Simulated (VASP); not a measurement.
Set up this calculation in VASP 6.6.1, as the native input.

- Task: single point
- Functional: PBE
- Potentials or basis: VASP PAW PBE potentials, release 64 (B, N)
- Cutoff: 520 eV
- k mesh: 12 × 12 × 12
- Occupations: gaussian, width 0.05 eV
- Spin: no spin polarisation
- Dipole correction: no
- Further INCAR settings: ALGO = Normal; EDIFF = 1e-07; NBANDS = 11

The structure of BN lies in POSCAR:

```
BN
1.0
    0.0000000000      1.8130010000      1.8130010000
    1.8130010000      0.0000000000      1.8130010000
    1.8130010000      1.8130010000      0.0000000000
B N
1 1
Direct
    0.0195010036     -0.0195010036      0.0000000000
    0.7500000000      0.7500000000      0.7500000000
```

This cell differs from its parent crystal: all B atoms moved -0.050 Å, as atom 1 along Cartesian [1 -1 0].

The input as run:

INCAR

```
PREC = Accurate
ENCUT = 520
EDIFF = 1E-7
ISMEAR = 0
SIGMA = 0.05
LREAL = F
LASPH = T
NELM = 100
ALGO = Normal
ISIF = 2
LWAVE = F
LCHARG = F
GGA = PE
NBANDS = 11
```

KPOINTS

```
Automatic mesh
0
Gamma
  12 12 12
```

Potentials or basis: VASP PAW PBE potentials, release 64 (B, N).

The run is started by

```sh
$ cat potpaw_PBE.64/B/POTCAR potpaw_PBE.64/N/POTCAR > POTCAR
$ mpirun -np 1 vasp_std > vasp.out
```

It gave:

| Property | Result |
| --- | --- |
| Pressure | 0.5 GPa |
| Largest force | 1.190 eV/Å |
| Band gap on the k mesh | 4.00 eV, indirect (least direct gap 8.03 eV) |

Caveat: the cell differs from its parent crystal (all B atoms moved -0.050 Å, as atom 1 along Cartesian [1 -1 0]); forces of over 1 eV/Å act on the atoms, so gaps and moduli don't describe the material at rest.

Wall time 36 s on 1 thread of Intel(R) Xeon(R) Platinum 8488C (Sapphire Rapids), on a shared host, peak memory 0.17 GiB.
